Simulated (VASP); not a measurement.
Na3Be, 4 atoms in the cell. It takes space group I4/mmm (No. 139, tetragonal). The conventional cell has a = 5.024 Å, b = 5.024 Å, c = 8.100 Å, α = 90.00°, β = 90.00°, γ = 90.00°. Within 4.2 Å of Na (site symmetry 4/mmm) lie 8 Na at 3.23 Å and 6 Be at 3.55 to 4.05 Å. Na (site symmetry -4m2) has 10 Na at 3.23 to 4.05 Å and 4 Be at 3.23 Å within 4.2 Å. Be (site symmetry 4/mmm) has 14 Na at 3.23 to 4.05 Å within 4.2 Å. 

* Program: VASP 6.6.1
* Task: single point
* Functional: PBE
* Potentials or basis: VASP PAW PBE potentials, release 64 (Na_pv, Be)
* Cutoff: 520 eV
* k mesh: 6 × 6 × 6
* Occupations: gaussian, width 0.1 eV
* Spin: no spin polarisation
* Dipole correction: no
* Further INCAR settings: ALGO = Normal; EDIFF = 1e-07; NBANDS = 20

Potentials or basis: VASP PAW PBE potentials, release 64 (Na_pv, Be).

Launch:

```bash
$ cat potpaw_PBE.64/Na_pv/POTCAR potpaw_PBE.64/Be/POTCAR > POTCAR
$ mpirun -np 1 vasp_std > vasp.out
```

Hardware: 1 thread of AMD EPYC 9R45 (Zen 5) (shared host).

Question: How long does it take, and how much memory?

Answer: Wall time 45 s on 1 thread of AMD EPYC 9R45 (Zen 5) (shared host), peak memory 0.2 GiB. Counts: scf iterations 13, k points 30.
